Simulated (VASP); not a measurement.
A run of VASP 6.6.1 is set up as follows.

File POSCAR:

```
BeS
1.0
    0.0000000000      2.3172971938      2.3172971938
    2.3172971938      0.0000000000      2.3172971938
    2.3172971938      2.3172971938      0.0000000000
Be S
1 1
Direct
    0.0000000000      0.0000000000      0.0000000000
    0.5000000000      0.5000000000      0.5000000000
```

INCAR.step1

```
SYSTEM = BeS
  PREC = Accurate
  ENCUT = 500
  EDIFF = 1E-8
  ISMEAR = 0
  SIGMA = 0.01
  LREAL = .False.
  LASPH = .True.
  NELM = 80
  ALGO = Normal
  LWAVE = .True.
  LCHARG = .False.
  GGA = PE
```

File INCAR.step2:

```
SYSTEM = BeS
  PREC = Accurate
  ENCUT = 500
  EDIFF = 1E-8
  ISMEAR = 0
  SIGMA = 0.01
  LREAL = .False.
  LASPH = .True.
  NELM = 1
  ALGO = Exact
  LWAVE = .True.
  LCHARG = .False.
  GGA = PE
  NBANDS = 78
  LOPTICS = .True.
  ISTART = 1
```

INCAR.step3

```
SYSTEM = BeS
  PREC = Accurate
  ENCUT = 500
  EDIFF = 1E-8
  ISMEAR = 0
  SIGMA = 0.01
  LREAL = .False.
  LASPH = .True.
  ALGO = EVGW0
  LWAVE = .False.
  LCHARG = .False.
  GGA = PE
  NELMGW = 1
  NBANDS = 78
  ENCUTGW = 120.0
  NOMEGA = 96
  PRECFOCK = Fast
  ISTART = 1
  NBANDSGW = 12
  OMEGAMAX = 20
```

The input KPOINTS:

```
regular mesh
0
Gamma
  6 6 6
  0 0 0
```

Potentials or basis: VASP PAW PBE potentials, release 64 (Be_GW, S_GW).

Command:

```console
$ cat potpaw_PBE.64/Be_GW/POTCAR potpaw_PBE.64/S_GW/POTCAR > POTCAR
$ cp INCAR.step1 INCAR
$ mpirun -np 1 vasp_std > vasp.out
$ cp INCAR.step2 INCAR
$ mpirun -np 1 vasp_std > vasp.out
$ cp INCAR.step3 INCAR
$ mpirun -np 1 vasp_std > vasp.out
```

(1) Predict the quasiparticle gap.

(2) Estimate the least direct quasiparticle gap.

(3) Estimate the band gap of the starting levels on the mesh.

(4) Estimate the least direct gap of the starting levels on the mesh.

Answers

(1) 1.69 eV.

(2) 5.02 eV.

(3) 0.97 eV.

(4) 4.14 eV.

Caveat: the k points lie up to 0.39 Å⁻¹ apart; bands, screening cutoff and mesh are small and nothing is extrapolated, so the quasiparticle values aren't converged; the structure was generated, so it needn't be the stable form of BeS.
